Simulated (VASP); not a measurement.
A run of VASP 6.6.1 is set up as follows.

Contents of INCAR:

```
SYSTEM = GaAs
PREC = Accurate
ENCUT = 600
EDIFF = 1E-7
ISMEAR = -1
SIGMA = 0.05
LREAL = .FALSE.
LASPH = .TRUE.
NELM = 100
ALGO = Normal
ISIF = 3
LWAVE = .FALSE.
LCHARG = .FALSE.
GGA = B5
ALDAX = 1.0
AGGAX = 1.0
AGGAC = 1.0
ALDAC = 0.0
IVDW = 12
VDW_S6 = 1.0
VDW_S8 = 2.6996
VDW_A1 = 0.4298
VDW_A2 = 4.2359
IBRION = 2
NSW = 80
EDIFFG = -0.02
```

The input KPOINTS:

```
Automatic mesh
0
G
  8 8 8
  0 0 0
```

File POSCAR:

```
GaAs
1.0
    0.0000000000      2.8268500000      2.8268500000
    2.8268500000      0.0000000000      2.8268500000
    2.8268500000      2.8268500000      0.0000000000
As Ga
1 1
Direct
    0.7500000000      0.7500000000      0.7500000000
    0.0000000000      0.0000000000      0.0000000000
```

Potentials or basis: VASP PAW PBE potentials, release 64 (As, Ga_d).

Run with:

```console
$ cat potpaw_PBE.64/As/POTCAR potpaw_PBE.64/Ga_d/POTCAR > POTCAR
$ mpirun -np 1 vasp_std > vasp.out
```

Predict the relaxed cell.

a = 4.023 Å, b = 4.023 Å, c = 4.023 Å, α = 60.00°, β = 60.00°, γ = 60.00°.

Estimate the band gap on the k mesh.

0.25 eV, direct.

Estimate the relaxed volume.

23.02 Å³/atom.

Estimate the space group after relaxing (to 0.05 Å).

F-43m (No. 216).

Final structure:
```
As Ga
1.0
     0.00000    2.84486    2.84486
     2.84486    0.00000    2.84486
     2.84486    2.84486    0.00000
As Ga
1 1
Direct
  0.75000 0.75000 0.75000
  0.00000 0.00000 0.00000
```

Caveat: the PAW data sets were made with another functional, which shifts forces and pressure a little. Zero-point motion and thermal expansion aren't in these numbers.
